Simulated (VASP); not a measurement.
# Si in VASP: further runs

Runs on Si. Level: PBE. Tasks: single point.

Everything below comes from runs of VASP 6.6.1. Logs are shortened: lines on timing, memory, paths and dates and some standing lists are left out, and cuts for length are marked.

### Step 1. The cell of the first run

It takes space group Fd-3m (No. 227, cubic). Conventional cell: a = 5.431 Å, b = 5.431 Å, c = 5.431 Å, α = 90.00°, β = 90.00°, γ = 90.00°. Si (site symmetry -43m) has 4 Si at 2.35 Å within 3.1 Å.

### Step 2. Single point, PBE

INCAR

```
ALGO = Normal ; EDIFF = 1E-6
ENCUT = 500 ; GGA = PE
GGA_COMPAT = False ; ISIF = 2
ISMEAR = -1 ; LASPH = True
LCHARG = False ; LREAL = False
LWAVE = False ; NBANDS = 11
NELM = 120 ; PREC = Accurate
SIGMA = 0.02
```

KPOINTS

```
k-points
0
Gamma
  14 14 14
```

POSCAR

```
Si
1.0
    0.0000000000      2.7153500000      2.7153500000
    2.7153500000      0.0000000000      2.7153500000
    2.7153500000      2.7153500000      0.0000000000
Si
2
Direct
    0.0000000000      0.0000000000      0.0000000000
    0.2500000000      0.2500000000      0.2500000000
```

Potentials or basis: VASP PAW PBE potentials, release 64 (Si).

Started as:

```console
cat potpaw_PBE.64/Si/POTCAR > POTCAR
mpirun -np 1 vasp_std > vasp.out
```

OUTCAR:

```text
EDIFF = 1E-6
   ENCUT = 500
   GGA = PE
   ISIF = 2
   ISMEAR = -1
   LASPH = True
   LREAL = False
   NELM = 120
   PREC = Accurate

 ion  position               nearest neighbor table
   1  0.000  0.000  0.000-   2 2.35   2 2.35   2 2.35   2 2.35
   2  0.250  0.250  0.250-   1 2.35   1 2.35   1 2.35   1 2.35

  LATTYP: Found a face centered cubic cell.
 ALAT       =     5.4307000000

  Lattice vectors:

 A1 = (   0.0000000000,   2.7153500000,   2.7153500000)
 A2 = (   2.7153500000,   0.0000000000,   2.7153500000)
 A3 = (   2.7153500000,   2.7153500000,   0.0000000000)

Analysis of symmetry for initial positions (statically):
=====================================================================
 Subroutine PRICEL returns:
 Original cell was already a primitive cell.

 Routine SETGRP: Setting up the symmetry group for a
 face centered cubic supercell.

 Subroutine GETGRP returns: Found 48 space group operations
 (whereof 24 operations were pure point group operations)
 out of a pool of 48 trial point group operations.

The static configuration has the point symmetry T_d .
 The point group associated with its full space group is O_h .

Analysis of symmetry for dynamics (positions and initial velocities):
=====================================================================
 Subroutine PRICEL returns:
 Original cell was already a primitive cell.

 Routine SETGRP: Setting up the symmetry group for a
 face centered cubic supercell.

 Subroutine GETGRP returns: Found 48 space group operations
 (whereof 24 operations were pure point group operations)
 out of a pool of 48 trial point group operations.

The dynamic configuration has the point symmetry T_d .
 The point group associated with its full space group is O_h .

 Subroutine INISYM returns: Found 48 space group operations
 (whereof 24 operations are pure point group operations),
 and found     1 'primitive' translations

----------------------------------------------------------------------------------------

                                     Primitive cell

  volume of cell :      40.0412

  direct lattice vectors                    reciprocal lattice vectors
     0.000000000  2.715350000  2.715350000    -0.184138325  0.184138325  0.184138325
     2.715350000  0.000000000  2.715350000     0.184138325 -0.184138325  0.184138325
     2.715350000  2.715350000  0.000000000     0.184138325  0.184138325 -0.184138325

  length of vectors
     3.840084797  3.840084797  3.840084797     0.318936934  0.318936934  0.318936934

  position of ions in fractional coordinates (direct lattice)
     0.000000000  0.000000000  0.000000000
     0.250000000  0.250000000  0.250000000

  ion indices of the primitive-cell ions
   primitive index   ion index
                 1           1
                 2           2

----------------------------------------------------------------------------------------

 KPOINTS: k-points

Automatic generation of k-mesh.
 Grid dimensions read from file:
 generate k-points for:   14   14   14

 Generating k-lattice:

  Cartesian coordinates                     Fractional coordinates (reciprocal lattice)
    -0.013152737  0.013152737  0.013152737     0.071428571  0.000000000  0.000000000
     0.013152737 -0.013152737  0.013152737     0.000000000  0.071428571  0.000000000
     0.013152737  0.013152737 -0.013152737     0.000000000  0.000000000  0.071428571

  Length of vectors
     0.022781210  0.022781210  0.022781210

  Shift w.r.t. Gamma in fractional coordinates (k-lattice)
     0.000000000  0.000000000  0.000000000

 Subroutine IBZKPT returns following result:
 ===========================================

 Found    104 irreducible k-points:

 Following reciprocal coordinates:
            Coordinates               Weight
  0.000000  0.000000  0.000000      1.000000
  0.071429  0.000000  0.000000      8.000000
  0.142857  0.000000  0.000000      8.000000
  0.214286  0.000000  0.000000      8.000000
  0.285714  0.000000  0.000000      8.000000
  0.357143  0.000000  0.000000      8.000000
[... 16 lines left out ...]
  0.214286  0.142857  0.000000     24.000000
  0.285714  0.142857  0.000000     24.000000
 [... further k-points ...]
   k-points           NKPTS =    104   k-points in BZ     NKDIM =    104   number of bands    NBANDS=     11
   number of dos      NEDOS =    301   number of ions     NIONS =      2
   total plane-waves  NPLWV =  21952
   dimension x,y,z NGX =    28 NGY =   28 NGZ =   28
   dimension x,y,z NGXF=    56 NGYF=   56 NGZF=   56
   ions per type =               2
   NGX,Y,Z   is equivalent  to a cutoff of  12.12, 12.12, 12.12 a.u.
   NGXF,Y,Z  is equivalent  to a cutoff of  24.24, 24.24, 24.24 a.u.
 SYSTEM =  unknown system
   PREC   = accura    normal or accurate (medium, high low for compatibility)
   ISTART =      0    job   : 0-new  1-cont  2-samecut
   ICHARG =      2    charge: 1-file 2-atom 10-const
   ISPIN  =      1    spin polarized calculation?
   LNONCOLLINEAR =      F non collinear calculations
   LSORBIT =      F    spin-orbit coupling
   LASPH  =      T    aspherical Exc in radial PAW
   ENCUT  =  500.0 eV  36.75 Ry    6.06 a.u.   7.00  7.00  7.00*2*pi/ulx,y,z
   NELM   =    120;   NELMIN=  2; NELMDL= -5     # of ELM steps
   EDIFF  = 0.1E-05   stopping-criterion for ELM
   LREAL  =      F    real-space projection
   EDIFFG = 0.1E-04   stopping-criterion for IOM
   NSW    =      0    number of steps for IOM
   IBRION =     -1    ionic relax: 0-MD 1-quasi-New 2-CG
   NFREE  =      0    steps in history (QN), initial steepest desc. (CG)
   ISIF   =      2    stress and relaxation
   ISYM   =      2    0-nonsym 1-usesym 2-fastsym
   POTIM  = 0.5000    time-step for ionic-motion
   TEBEG  =    0.0;   TEEND  =   0.0 temperature during run
   PSTRESS=    0.0 pullay stress
   NELECT =       8.0000    total number of electrons
   NUPDOWN=      -1.0000    fix difference up-down
   EMIN   =  10.00;   EMAX   =-10.00  energy-range for DOS
   EFERMI =   0.00;   METHOD = LEGACY
   ISMEAR =    -1;   SIGMA  =   0.02  broadening in eV -4-tet -1-fermi 0-gaus
   EFERMI_NEDOS =   21; number of points for ismear=-14 and -15
   IALGO  =     38    algorithm
   IMIX   =      4    mixing-type and parameters
     AMIX     =   0.40;   BMIX     =  1.00
     AMIX_MAG =   1.60;   BMIX_MAG =  1.00
  volume/ion in A,a.u.               =      20.02       135.11
  Fermi-wavevector in a.u.,A,eV,Ry     =   0.957052  1.808567 12.462245  0.915949
  Thomas-Fermi vector in A             =   2.086036
   LORBIT       =      0    0 simple, 1 ext, 2 COOP (PROOUT), +10 PAW based schemes
   GGA     = PE    functional components
   LHFCALC =     F    Hartree Fock is set to
   AEXX    =    0.0000 exact exchange contribution
   IVDW    =     0    specifies the selected vdW correction
   LEPSILON=     F    determine dielectric tensor
   LRPA    =     F    only Hartree local field effects (RPA)
 non-spin polarized calculation
  energy-cutoff  :      500.00
  volume of cell :       40.04
 maximum number of plane-waves:      1034
   NGX = 13   NGY = 13   NGZ = 13

 number of electron       8.0000001 magnetization

 Free energy of the ion-electron system (eV)
  ---------------------------------------------------
  ext. energy  EPLUGINS =         0.00000000
  ---------------------------------------------------
  free energy    TOTEN  =       -10.84482075 eV

  energy without entropy =      -10.84482075  energy(sigma->0) =      -10.84482075

 E-fermi :   6.1059     XC(G=0):  -9.4094

 val. band max:        5.8254176777   @ k =   0.0000   0.0000   0.0000
 cond. band min:       6.3993087400   @ k =   0.4286   0.4286   0.0000
 fundamental gap:      0.5738910622
 Fermi energy:         6.1058587997

 k-point     1 :       0.0000    0.0000    0.0000
  band No.  band energies     occupation
      1      -6.1319      2.00000
      2       5.8254      2.00000
      3       5.8254      2.00000
      4       5.8254      2.00000
      5       8.3914      0.00000
      6       8.3914      0.00000
      7       8.3914      0.00000
      8       9.1992      0.00000
      9      13.5457      0.00000
     10      13.5457      0.00000
     11      13.7851      0.00000

 k-point     2 :       0.0714    0.0000    0.0000
  band No.  band energies     occupation
      1      -6.0650      2.00000
      2       5.1606      2.00000
      3       5.7172      2.00000
      4       5.7172      2.00000
      5       8.4507      0.00000
      6       8.5506      0.00000
      7       8.5506      0.00000
      8       9.6916      0.00000
      9      13.3376      0.00000
     10      13.3376      0.00000
     11      14.0728      0.00000

 k-point     3 :       0.1429    0.0000    0.0000
  band No.  band energies     occupation
      1      -5.8657      2.00000
      2       3.8958      2.00000
      3       5.4688      2.00000
      4       5.4688      2.00000
      5       8.2693      0.00000
      6       8.9126      0.00000
      7       8.9126      0.00000
      8      10.8572      0.00000
      9      12.9872      0.00000
     10      12.9872      0.00000
     11      14.7426      0.00000
[... 267 lines left out ...]
 k-point    23 :       0.2143    0.1429    0.0000
  band No.  band energies     occupation
      1      -5.5338      2.00000
      2       3.2463      2.00000
      3       4.5463      2.00000
      4       4.6045      2.00000
      5       7.6876      0.00000
      6       9.7992      0.00000
      7      10.3019      0.00000
      8      10.4212      0.00000
      9      12.8238      0.00000
     10      14.0582      0.00000
     11      15.8491      0.00000

 k-point    24 :       0.2857    0.1429    0.0000
  band No.  band energies     occupation
      1      -5.1684      2.00000
      2       2.0709      2.00000
      3       4.2728      2.00000
      4       4.3114      2.00000
      5       7.9036      0.00000
      6       9.7442      0.00000
      7      10.3822      0.00000
      8      10.5810      0.00000
      9      14.0051      0.00000
     10      14.3285      0.00000
     11      16.0552      0.00000

 [... further k-points ...]

------------------------ aborting loop because EDIFF is reached ----------------------------------------

  FORCE on cell =-STRESS in cart. coord.  units (eV):
  Direction    XX          YY          ZZ          XY          YZ          ZX
  --------------------------------------------------------------------------------------
  -------------------------------------------------------------------------------------
  Total        0.4858732      0.4858732      0.4858732      0.0000000     -0.0000000     -0.0000000
  in kB       19.4413365     19.4413365     19.4413365      0.0000000     -0.0000000     -0.0000000
  external PRESSURE =      19.4413365 kB  Pullay stress =       0.0000000 kB

 VOLUME and BASIS-vectors are now :
 -----------------------------------------------------------------------------
  energy-cutoff  :      500.00
  volume of cell :       40.04
      direct lattice vectors                 reciprocal lattice vectors
     0.000000000  2.715350000  2.715350000    -0.184138325  0.184138325  0.184138325
     2.715350000  0.000000000  2.715350000     0.184138325 -0.184138325  0.184138325
     2.715350000  2.715350000  0.000000000     0.184138325  0.184138325 -0.184138325

 POSITION                                       TOTAL-FORCE (eV/Angst)
 -----------------------------------------------------------------------------------
      0.00000      0.00000      0.00000         0.000000     -0.000000      0.000000
      1.35767      1.35767      1.35767        -0.000000      0.000000     -0.000000
 -----------------------------------------------------------------------------------
    total drift:                                0.000000      0.000000     -0.000000

  FREE ENERGIE OF THE ION-ELECTRON SYSTEM (eV)
  ---------------------------------------------------
  free  energy   TOTEN  =       -10.8448207529 eV

  energy  without entropy=      -10.8448207517  energy(sigma->0) =      -10.84482075
```

Run time: 14 s. Hardware: 1 thread of Intel Xeon 6975P-C (Granite Rapids), shared host; peak memory 0.16 GiB.

What came out:

```yaml
Free_energy: -10.8448 eV
Pressure: 1.9 GPa
Band_gap_on_the_k_mesh: 0.57 eV (least direct gap 2.57 eV)
```

Caveat: semilocal functionals underestimate gaps, and a narrow one can read as zero. A k mesh can miss the band edges.

### Step 3. Single point, PBE (20.82 Å³/atom)

This run uses another cell than the first one, of 20.82 Å³/atom.

INCAR

```
SYSTEM = Si
PREC = Accurate
ENCUT = 500
EDIFF = 1E-6
ISMEAR = -1
SIGMA = 0.02
LREAL = .FALSE.
LASPH = .TRUE.
NELM = 120
ALGO = Normal
ISIF = 2
LWAVE = .FALSE.
LCHARG = .FALSE.
GGA = PE
NBANDS = 11
GGA_COMPAT = .FALSE.
```

KPOINTS

```
Automatic mesh
0
G
  14 14 14
  0 0 0
```

POSCAR

```
Si
1.0
    0.0000000000      2.7510823872      2.7510823872
    2.7510823872      0.0000000000      2.7510823872
    2.7510823872      2.7510823872      0.0000000000
Si
2
Direct
    0.0000000000      0.0000000000      0.0000000000
    0.2500000000      0.2500000000      0.2500000000
```

Potentials or basis: VASP PAW PBE potentials, release 64 (Si).

Started as:

```console
cat potpaw_PBE.64/Si/POTCAR > POTCAR
mpirun -np 1 vasp_std > vasp.out
```

It took 15 s on 1 thread of Intel Xeon 6975P-C (Granite Rapids), shared host; peak memory 0.17 GiB.

The run converged. Its results:

* Free energy: -10.8462 eV
* Pressure: -1.6 GPa
* Band gap on the k mesh: 0.64 eV (least direct gap 2.55 eV)

Levels at points of the mesh, in eV from the valence-band top:
```
           k point  band 1  band 2  band 3  band 4  band 5  band 6  band 7  band 8
(0.00, 0.00, 0.00)  -11.69    0.00    0.00    0.00    2.55    2.55    2.55    2.93
(0.50, 0.00, 0.00)   -9.46   -6.79   -1.16   -1.16    1.40    3.36    3.36    7.68
(0.50, 0.50, 0.00)   -7.69   -7.69   -2.75   -2.75    0.79    0.79    9.78    9.78
```

Caveat: semilocal functionals underestimate gaps, and a narrow one can read as zero.

### Step 4. Single point, PBE (21.22 Å³/atom)

This run uses another cell than the first one, of 21.22 Å³/atom.

INCAR

```
SYSTEM = Si
PREC = Accurate ; ENCUT = 500
EDIFF = 1E-6 ; ISMEAR = -1
SIGMA = 0.02 ; LREAL = .False.
LASPH = .True. ; NELM = 120
ALGO = Normal ; ISIF = 2
LWAVE = .False. ; LCHARG = .True.
GGA = PE ; LELF = .True.
LVHAR = .True. ; NBANDS = 11
GGA_COMPAT = .False.
```

KPOINTS

```
regular mesh
0
Gamma
  14 14 14
  0 0 0
```

POSCAR

```
Si
1.0
    0.0000000000      2.7686056774      2.7686056774
    2.7686056774      0.0000000000      2.7686056774
    2.7686056774      2.7686056774      0.0000000000
Si
2
Direct
    0.0000000000      0.0000000000      0.0000000000
    0.2500000000      0.2500000000      0.2500000000
```

Started as:

```console
cat potpaw_PBE.64/Si/POTCAR > POTCAR
mpirun -np 1 vasp_std > vasp.out
```

Run time: 18 s. Hardware: 1 thread of Intel Xeon 6975P-C (Granite Rapids), shared host; peak memory 0.18 GiB.

Results (log left out):

* Free energy: -10.8345 eV
* Pressure: -3.1 GPa
* Band gap on the k mesh: 0.68 eV (least direct gap 2.48 eV)

Levels at points of the mesh, in eV from the valence-band top:
```
           k point  band 1  band 2  band 3  band 4  band 5  band 6  band 7  band 8
(0.00, 0.00, 0.00)  -11.57    0.00    0.00    0.00    2.54    2.54    2.54    2.71
(0.50, 0.00, 0.00)   -9.38   -6.70   -1.15   -1.15    1.34    3.36    3.36    7.65
(0.50, 0.50, 0.00)   -7.63   -7.63   -2.70   -2.70    0.82    0.82    9.62    9.62
```

Caveat: the cell stands under tension; semilocal functionals underestimate gaps, and a narrow one can read as zero. A k mesh can miss the band edges.

### Step 5. Single point, PBE (z stretched by -3 %, then relaxed in part)

INCAR

```
PREC = Accurate
ENCUT = 500
EDIFF = 1E-6
ISMEAR = -1
SIGMA = 0.02
LREAL = False
LASPH = True
NELM = 120
ALGO = Normal
ISIF = 2
LWAVE = False
LCHARG = True
GGA = PE
LELF = True
LVHAR = True
NBANDS = 11
GGA_COMPAT = False
```

KPOINTS

```
regular mesh
0
Gamma
  14 14 14
```

POSCAR

```
Si
1.0
    0.0000000000      2.7153500000      2.6338895000
    2.7153500000      0.0000000000      2.6338895000
    2.7153500000      2.7153500000      0.0000000000
Si
2
Direct
    0.0000000000      0.0000000000      0.0000000000
    0.2500000000      0.2500000000      0.2500000000
```

Potentials or basis: VASP PAW PBE potentials, release 64 (Si).

Started as:

```console
cat potpaw_PBE.64/Si/POTCAR > POTCAR
mpirun -np 1 vasp_std > vasp.out
```

OUTCAR:

```text
PREC = Accurate
   ENCUT = 500
   EDIFF = 1E-6
   ISMEAR = -1
   LREAL = False
   LASPH = True
   NELM = 120
   ISIF = 2
   GGA = PE

 ion  position               nearest neighbor table
   1  0.000  0.000  0.000-   2 2.33   2 2.33   2 2.33   2 2.33
   2  0.250  0.250  0.250-   1 2.33   1 2.33   1 2.33   1 2.33

  LATTYP: Found a body centered tetragonal cell.
 ALAT       =     3.8400847966
 C/A-ratio  =     1.3717871555

  Lattice vectors:

[... 521 lines left out ...]

 [... further k-points ...]

------------------------ aborting loop because EDIFF is reached ----------------------------------------

  FORCE on cell =-STRESS in cart. coord.  units (eV):
  Direction    XX          YY          ZZ          XY          YZ          ZX
  --------------------------------------------------------------------------------------
  -------------------------------------------------------------------------------------
  Total        1.0028924      1.0028924      1.6766958      0.0000000      0.0000000      0.0000000
  in kB       41.3700232     41.3700232     69.1648861      0.0000000      0.0000000      0.0000000
  external PRESSURE =      50.6349775 kB  Pullay stress =       0.0000000 kB

 VOLUME and BASIS-vectors are now :
 -----------------------------------------------------------------------------
  energy-cutoff  :      500.00
  volume of cell :       38.84
      direct lattice vectors                 reciprocal lattice vectors
     0.000000000  2.715350000  2.633889500    -0.184138325  0.184138325  0.189833324
     2.715350000  0.000000000  2.633889500     0.184138325 -0.184138325  0.189833324
     2.715350000  2.715350000  0.000000000     0.184138325  0.184138325 -0.189833324

 POSITION                                       TOTAL-FORCE (eV/Angst)
 -----------------------------------------------------------------------------------
      0.00000      0.00000      0.00000         0.000000      0.000000      0.000000
      1.35767      1.35767      1.31694        -0.000000     -0.000000     -0.000000
 -----------------------------------------------------------------------------------
    total drift:                                0.000000      0.000000      0.000000

  FREE ENERGIE OF THE ION-ELECTRON SYSTEM (eV)
  ---------------------------------------------------
  free  energy   TOTEN  =       -10.8117224715 eV

  energy  without entropy=      -10.8117205294  energy(sigma->0) =      -10.81172150
```

Wall time 34 s (1 thread of Intel Xeon 6975P-C (Granite Rapids), shared host); peak memory 0.2 GiB.

What came out:

```
Free energy            : -10.8117 eV
Pressure               : 5.1 GPa
Band gap on the k mesh : 0.19 eV (least direct gap 2.37 eV)
```

Levels at points of the mesh, in eV from the valence-band top:
```csv
k point,band 1,band 2,band 3,band 4,band 5,band 6,band 7,band 8,band 9
"(0.00, 0.00, 0.00)",-12.31,-0.21,-0.21,0.00,2.37,2.48,2.48,3.58,7.32
"(0.50, 0.00, 0.00)",-9.90,-7.25,-1.51,-1.22,1.47,3.06,3.35,7.64,10.30
"(0.50, 0.50, 0.00)",-7.93,-7.93,-3.23,-3.23,0.34,0.34,10.20,10.20,11.00
"(0.50, 0.00, 0.50)",-8.12,-8.12,-2.99,-2.99,0.59,0.59,10.07,10.07,11.07
```

Caveat: the cell differs from its parent crystal (z stretched by -3 %, then relaxed in part); the cell stands under pressure; semilocal functionals underestimate gaps, and a narrow one can read as zero.

### Step 6. Overview

| cell | gap on the mesh (eV) | pressure (GPa) |
| --- | --- | --- |
| a = 3.840 Å, angles 60.0°, 2 atoms | 0.57 | 1.9 |
| a = 3.891 Å, angles 60.0°, 2 atoms | 0.64 | -1.6 |
| a = 3.915 Å, angles 60.0°, 2 atoms | 0.68 | -3.1 |
| a = 3.783, b = 3.783, c = 3.840 Å, angles 59.5, 59.5, 61.0°, 2 atoms | 0.19 | 5.1 |

Alike in all rows: task single point; level PBE; potentials or basis VASP PAW PBE potentials, release 64 (Si); no spin polarisation; k mesh 14 × 14 × 14; cutoff (eV) 500; smearing fermi-dirac 0.02 eV.

Caveats: semilocal functionals underestimate gaps, and a narrow one can read as zero; the cell stands under tension (at least some runs); the cell stands under pressure (at least some runs).

Total energies depend on the potentials used, so only differences within one code and one set of settings carry meaning.
